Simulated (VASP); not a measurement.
Runs of VASP 6.6.1 on NaTiPt2. The structure is that of space group P4/mmm (No. 123), or close to it. The cells are those of the table. The cell was generated, and may not be a known phase.

```tsv
task	cell	k mesh	gap on the mesh (eV)	pressure (GPa)	relaxed volume (Å³/atom)
single point	a = 5.090, b = 5.090, c = 2.704 Å, 4 atoms	10 × 10 × 16	none	(a)	-
relaxation of cell and atoms	relaxed from a = 5.101, b = 5.101, c = 2.692 Å, 4 atoms	4 × 4 × 6	none	0.2	17.46
relaxation of cell and atoms	relaxed from a = 4.518, b = 4.518, c = 3.971 Å, 4 atoms	4 × 4 × 4	-	0.1	17.46
single point	a = 4.518, b = 4.518, c = 3.971 Å, 4 atoms	4 × 4 × 4	none	2.1	-
```

Alike in all rows: level PBE; potentials or basis VASP PAW PBE potentials, release 64 (Na_pv, Ti_sv, Pt); no spin polarisation; smearing gaussian 0.1 eV.

Problem. Estimate the missing entries.

Solution. (a) 0.0.

Caveats: some runs use coarse meshes; spin-orbit coupling is left out, which moves the levels of the heavy elements; the highest band is partly filled, so the run has too few bands (at least some runs); a cell axis changed by over 15 % at a fixed basis, so the end point is rough (at least some runs).

A k mesh can miss the band edges, and the runs leave out spin-orbit coupling on Pt.

A gap of «none» marks levels without a gap at the run's occupations.
